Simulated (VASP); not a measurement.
# TlS2 (P4/mmm) in VASP: a series of runs, part 2 of 2

VASP 6.6.1. Earlier steps stand in the parts before.

## 3. Single point, PBE

This run uses another cell than the first one, of 24.21 Å³/atom.

INCAR

```
SYSTEM = TlS2
PREC = Accurate
ENCUT = 520
EDIFF = 1E-6
ISMEAR = 0
SIGMA = 0.1
LREAL = .False.
LASPH = .True.
NELM = 80
ALGO = Fast
ISIF = 2
LWAVE = .False.
LCHARG = .True.
GGA = PE
LELF = .True.
LVHAR = .True.
NBANDS = 20
```

KPOINTS

```
Automatic mesh
0
Gamma
  6 6 4
  0 0 0
```

POSCAR

```
TlS2
1.0
    3.6292105024      0.0000000000      0.0000000000
    0.0000000000      3.6292105024      0.0000000000
    0.0000000000      0.0000000000      5.5149777575
Tl S
1 2
Direct
    0.5000000000      0.5000000000      0.5000000000
    0.0000000000      0.5000000000      0.0000000000
    0.5000000000      0.0000000000      0.0000000000
```

Potentials or basis: VASP PAW PBE potentials, release 64 (Tl_d, S).

Run with:

```console
$ cat potpaw_PBE.64/Tl_d/POTCAR potpaw_PBE.64/S/POTCAR > POTCAR
$ mpirun -np 1 vasp_std > vasp.out
```

Run time: 56 s. Hardware: 1 thread of Oxide Virtual Turin-like, shared host; peak memory 0.16 GiB.

The run converged. Its results:

```
Free energy            : -10.0802 eV
Pressure               : -0.2 GPa
Band gap on the k mesh : zero (an odd number of electrons rules out a gap without spin polarisation)
```

Stress tensor (GPa, compression positive):
```
-0.10  0.00  0.00
 0.00 -0.10  0.00
 0.00  0.00 -0.26
```

Levels at points of the mesh, in eV from the Fermi level:
```
           k point  band 8  band 9  band 10  band 11  band 12  band 13  band 14  band 15  band 16  band 17
(0.00, 0.00, 0.00)   -6.26   -4.91    -4.17    -4.17     0.35     3.11     3.11     4.24     6.25     6.48
(0.50, 0.00, 0.00)   -4.80   -2.95    -2.18    -1.89    -1.71    -1.02    -0.97    -0.24     5.74     8.12
(0.50, 0.50, 0.00)   -6.82   -6.29    -2.71    -1.63    -1.63     1.23     1.23     2.39     4.62     4.69
(0.00, 0.00, 0.50)   -7.72   -4.09    -4.09    -1.66     0.38     2.06     3.14     3.14     4.40     5.22
(0.50, 0.00, 0.50)   -5.88   -3.38    -1.79    -1.71    -1.30    -0.99    -0.40     1.88     4.08     6.99
(0.50, 0.50, 0.50)   -6.65   -6.29    -3.80    -2.57    -2.57     3.10     3.10     4.01     4.61     4.70
```

Caveat: spin-orbit coupling is left out, which moves the levels of the heavy elements.

## 4. Relaxation of cell and atoms, PBE

INCAR

```
SYSTEM = TlS2
ALGO = Normal
EDIFF = 1E-6
EDIFFG = -0.04
ENCUT = 600
GGA = PE
IBRION = 2
ISIF = 3
ISMEAR = 0
LASPH = .True.
LCHARG = .False.
LREAL = .False.
LWAVE = .False.
NELM = 100
NSW = 90
PREC = Accurate
SIGMA = 0.1
```

KPOINTS

```
k-points
0
Gamma
  6 6 4
  0 0 0
```

POSCAR

```
TlS2
1.0
    3.3271732300      0.0000000000      0.0000000000
    0.0000000000      3.3271732300      0.0000000000
    0.0000000000      0.0000000000      3.9962380200
Tl S
1 2
Direct
    0.5000000000      0.5000000000      0.5000000000
    0.0000000000      0.5000000000      0.0000000000
    0.5000000000      0.0000000000      0.0000000000
```

Run with:

```console
$ cat potpaw_PBE.64/Tl_d/POTCAR potpaw_PBE.64/S/POTCAR > POTCAR
$ mpirun -np 1 vasp_std > vasp.out
```

It took 2.5 min on 1 thread of Oxide Virtual Turin-like, shared host; peak memory 0.15 GiB.

Results (log left out):

```
Free energy                           : -10.0662 eV
Relaxed volume                        : 24.06 Å³/atom
Relaxed cell                          : a = 3.622 Å, b = 3.622 Å, c = 5.502 Å, α = 90.00°, β = 90.00°, γ = 90.00°
Space group after relaxing (to 0.1 Å) : P4/mmm (No. 123)
Energy gained by relaxing             : 1462.2 meV/atom
Ionic steps                           : 10
Pressure after relaxing               : 0.1 GPa
Band gap on the k mesh                : zero (an odd number of electrons rules out a gap without spin polarisation)
```

Stress tensor (GPa, compression positive):
```
 0.20  0.00  0.00
 0.00  0.20  0.00
 0.00  0.00 -0.09
```

The path:
| step | energy change (eV) | largest force (eV/Å) | pressure (GPa) | volume (Å³) |
| --- | --- | --- | --- | --- |
| 1 | 0.0000 | 0.0000 | 69.77 | 44.24 |
| 2 | -3.5172 | 0.0000 | -6.74 | 98.93 |
| 3 | -4.1889 | 0.0000 | 0.20 | 71.88 |
| 4 | -4.1896 | 0.0000 | -1.25 | 74.30 |
| 5 | -4.1920 | 0.0000 | -0.72 | 73.37 |
| 6 | -4.2756 | 0.0000 | -0.27 | 72.58 |
| 7 | -4.3705 | 0.0000 | 1.80 | 69.75 |
| 8 | -4.3783 | 0.0000 | 1.36 | 70.38 |
| 9 | -4.3854 | 0.0000 | -0.37 | 72.92 |
| 10 | -4.3867 | 0.0000 | 0.10 | 72.17 |

Final structure:
```xyz
3
Lattice="3.6216 0.0000 0.0000 0.0000 3.6216 0.0000 0.0000 0.0000 5.5024" Properties=species:S:1:pos:R:3 pbc="T T T"
Tl    1.8108    1.8108    2.7512
S     0.0000    1.8108    0.0000
S     1.8108    0.0000    0.0000
```

Levels at points of the mesh, in eV from the Fermi level:
| k point | band 9 | band 10 | band 11 | band 12 | band 13 | band 14 | band 15 | band 16 |
| --- | --- | --- | --- | --- | --- | --- | --- | --- |
| (0.00, 0.00, 0.00) | -4.94 | -4.20 | -4.20 | 0.36 | 3.14 | 3.14 | 4.21 | 6.52 |
| (0.50, 0.00, 0.00) | -2.97 | -2.19 | -1.90 | -1.72 | -1.01 | -0.96 | -0.25 | 5.78 |
| (0.50, 0.50, 0.00) | -6.33 | -2.68 | -1.63 | -1.63 | 1.23 | 1.23 | 2.38 | 4.66 |
| (0.00, 0.00, 0.50) | -4.11 | -4.11 | -1.65 | 0.39 | 2.06 | 3.17 | 3.17 | 4.38 |
| (0.50, 0.00, 0.50) | -3.41 | -1.80 | -1.73 | -1.29 | -0.98 | -0.38 | 1.90 | 4.10 |
| (0.50, 0.50, 0.50) | -6.34 | -3.78 | -2.59 | -2.59 | 3.12 | 3.12 | 4.65 | 4.74 |

Caveat: the k points lie up to 0.29 Å⁻¹ apart in the final cell, too coarse for converged energies and pressures of a metal; the volume moved by over 15 % at a fixed basis, so the end points are rough; spin-orbit coupling is left out, which moves the levels of the heavy elements.

## 5. Single point, PBE

This run uses another cell than the first one, of 24.09 Å³/atom.

INCAR

```
SYSTEM = TlS2
ALGO = Fast
EDIFF = 1E-7
ENCUT = 520
GGA = PE
ISIF = 2
ISMEAR = 0
LASPH = .TRUE.
LCHARG = .FALSE.
LREAL = .FALSE.
LWAVE = .FALSE.
NBANDS = 20
NELM = 100
PREC = Accurate
SIGMA = 0.1
```

KPOINTS

```
k-points
0
G
  12 12 8
  0 0 0
```

POSCAR

```
TlS2
1.0
    3.6212689803      0.0000000000      0.0000000000
    0.0000000000      3.6212689803      0.0000000000
    0.0000000000      0.0000000000      5.5108121724
Tl S
1 2
Direct
    0.5000000000      0.5000000000      0.5000000000
    0.0000000000      0.5000000000      0.0000000000
    0.5000000000      0.0000000000      0.0000000000
```

Run with:

```console
$ cat potpaw_PBE.64/Tl_d/POTCAR potpaw_PBE.64/S/POTCAR > POTCAR
$ mpirun -np 1 vasp_std > vasp.out
```

Wall time 3.6 min (1 thread of Oxide Virtual Turin-like, shared host); peak memory 0.27 GiB.

The run converged. Its results:

```
Free energy            : -10.0993 eV
Pressure               : -0.1 GPa
Band gap on the k mesh : zero (an odd number of electrons rules out a gap without spin polarisation)
```

Levels at points of the mesh, in eV from the Fermi level:
```tsv
k point	band 10	band 11	band 12	band 13	band 14	band 15
(0.00, 0.00, 0.00)	-4.45	-4.45	0.13	2.90	2.90	3.97
(0.50, 0.00, 0.00)	-2.43	-2.15	-1.97	-1.26	-1.21	-0.48
(0.50, 0.50, 0.00)	-2.92	-1.87	-1.87	1.00	1.00	2.15
(0.00, 0.00, 0.50)	-4.36	-1.90	0.16	1.82	2.93	2.93
(0.50, 0.00, 0.50)	-2.04	-1.97	-1.53	-1.23	-0.62	1.65
(0.50, 0.50, 0.50)	-4.01	-2.81	-2.81	2.88	2.88	3.77
```

Caveat: spin-orbit coupling is left out, which moves the levels of the heavy elements.

## 6. Relaxation of cell and atoms, PBE

This run uses another cell than the first one, of 24.21 Å³/atom.

INCAR

```
ALGO = Fast
EDIFF = 1E-7
EDIFFG = -0.01
ENCUT = 600
GGA = PE
IBRION = 2
ISIF = 3
ISMEAR = 0
LASPH = T
LCHARG = F
LREAL = F
LWAVE = F
NELM = 60
NSW = 100
PREC = Accurate
SIGMA = 0.1
```

KPOINTS

```
k-points
0
Gamma
  12 12 8
```

POSCAR

```
TlS2
1.0
    3.6292105024      0.0000000000      0.0000000000
    0.0000000000      3.6292105024      0.0000000000
    0.0000000000      0.0000000000      5.5149777575
Tl S
1 2
Direct
    0.5000000000      0.5000000000      0.5000000000
    0.0000000000      0.5000000000      0.0000000000
    0.5000000000      0.0000000000      0.0000000000
```

Potentials or basis: VASP PAW PBE potentials, release 64 (Tl_d, S).

Run with:

```console
$ cat potpaw_PBE.64/Tl_d/POTCAR potpaw_PBE.64/S/POTCAR > POTCAR
$ mpirun -np 1 vasp_std > vasp.out
```

It took 6.9 min on 1 thread of Oxide Virtual Turin-like, shared host; peak memory 0.32 GiB.

The run converged. Its results:

```
Free energy                           : -10.0996 eV
Relaxed volume                        : 24.07 Å³/atom
Relaxed cell                          : a = 3.621 Å, b = 3.621 Å, c = 5.507 Å, α = 90.00°, β = 90.00°, γ = 90.00°
Space group after relaxing (to 0.1 Å) : P4/mmm (No. 123)
Energy gained by relaxing             : 0.1 meV/atom
Ionic steps                           : 2
Pressure after relaxing               : 0.0 GPa
Band gap on the k mesh                : zero (an odd number of electrons rules out a gap without spin polarisation)
```

Stress tensor (GPa, compression positive):
```
-0.03  0.00  0.00
 0.00 -0.03  0.00
 0.00  0.00  0.04
```

Step by step:
| step | energy change (eV) | largest force (eV/Å) | pressure (GPa) | volume (Å³) |
| --- | --- | --- | --- | --- |
| 1 | 0.0000 | 0.0000 | -0.27 | 72.64 |
| 2 | -0.0004 | 0.0000 | -0.01 | 72.21 |

Final structure:
```
Tl S
1.0
     3.62118    0.00000    0.00000
     0.00000    3.62118    0.00000
     0.00000    0.00000    5.50708
Tl S
1 2
Direct
  0.50000 0.50000 0.50000
  0.00000 0.50000 0.00000
  0.50000 0.00000 0.00000
```

Levels at points of the mesh, in eV from the Fermi level:
| k point | band 10 | band 11 | band 12 | band 13 | band 14 | band 15 |
| --- | --- | --- | --- | --- | --- | --- |
| (0.00, 0.00, 0.00) | -4.45 | -4.45 | 0.13 | 2.90 | 2.90 | 3.96 |
| (0.50, 0.00, 0.00) | -2.43 | -2.15 | -1.97 | -1.26 | -1.21 | -0.48 |
| (0.50, 0.50, 0.00) | -2.91 | -1.87 | -1.87 | 1.01 | 1.01 | 2.15 |
| (0.00, 0.00, 0.50) | -4.36 | -1.89 | 0.16 | 1.83 | 2.92 | 2.92 |
| (0.50, 0.00, 0.50) | -2.05 | -1.97 | -1.54 | -1.23 | -0.62 | 1.66 |
| (0.50, 0.50, 0.50) | -4.01 | -2.81 | -2.81 | 2.89 | 2.89 | 3.77 |

Caveat: spin-orbit coupling is left out, which moves the levels of the heavy elements.

## 7. The runs side by side

| task | cell | k mesh | cutoff (eV) | gap on the mesh (eV) | pressure (GPa) | relaxed volume (Å³/atom) |
| --- | --- | --- | --- | --- | --- | --- |
| single point | a = 3.327, b = 3.327, c = 3.996 Å, 3 atoms | 6 × 6 × 4 | 520 | none | 69.7 | - |
| single point | a = 3.629, b = 3.629, c = 5.515 Å, 3 atoms | 6 × 6 × 4 | 520 | none | -0.2 | - |
| relaxation of cell and atoms | relaxed from a = 3.327, b = 3.327, c = 3.996 Å, 3 atoms | 6 × 6 × 4 | 600 | none | 0.1 | 24.06 |
| single point | a = 3.621, b = 3.621, c = 5.511 Å, 3 atoms | 12 × 12 × 8 | 520 | none | -0.1 | - |
| relaxation of cell and atoms | relaxed from a = 3.629, b = 3.629, c = 5.515 Å, 3 atoms | 12 × 12 × 8 | 600 | none | 0.0 | 24.07 |

Alike in all rows: level PBE; potentials or basis VASP PAW PBE potentials, release 64 (Tl_d, S); no spin polarisation; smearing gaussian 0.1 eV.

Caveats: some runs use coarse meshes; spin-orbit coupling is left out, which moves the levels of the heavy elements; the volume moved by over 15 % at a fixed basis, so the end points are rough (at least some runs).

Absolute energies hang on the potentials; compare differences alone.
